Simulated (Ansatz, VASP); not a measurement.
**Re: VASP beside Ansatz**

```
CELL_PARAMETERS angstrom
-0.00988 1.97500 1.97500
1.97500 -0.00988 1.97500
1.96513 1.96513 0.00000
ATOMIC_POSITIONS crystal
Re 0.00000 0.00000 0.00000
```

Change from the starting cell: strain -0.0100 x Voigt [0, 0, 0, 0, 0, 1], atoms carried along.

Alike in both runs: task single point; functional r2SCAN; k mesh 20 × 20 × 20; occupations gaussian, width 0.15 eV; no spin polarisation.

```csv
,VASP,Ansatz
version,VASP 6.6.1,Ansatz 0.2.0
potentials or method,"VASP PAW PBE potentials, release 64 (Re), cutoff 520 eV","scalar-relativistic, plane waves, PAW"
valence electrons in the cell,7,15
```

|  | VASP | Ansatz | Ansatz less VASP |
| --- | --- | --- | --- |
| gap on the k mesh at the Fermi level (eV) | none | none | - |
| pressure (GPa) | -15.6 | -15.4 | +0.28 |
| traceless stress, the component that is largest in VASP (GPa) | 2.09 | 2.12 | +0.024 |

VASP's potentials were made for PBE, not for r2SCAN. A gap of «none» marks a metal or a gap that the smearing closes. The functional is the same, so the differences come from potentials, cutoffs and numerics. VASP's potentials hold 7 valence electrons a cell and Ansatz's 15, so a difference there can come from the potentials and not from the codes.

Neither program's run includes spin-orbit coupling.
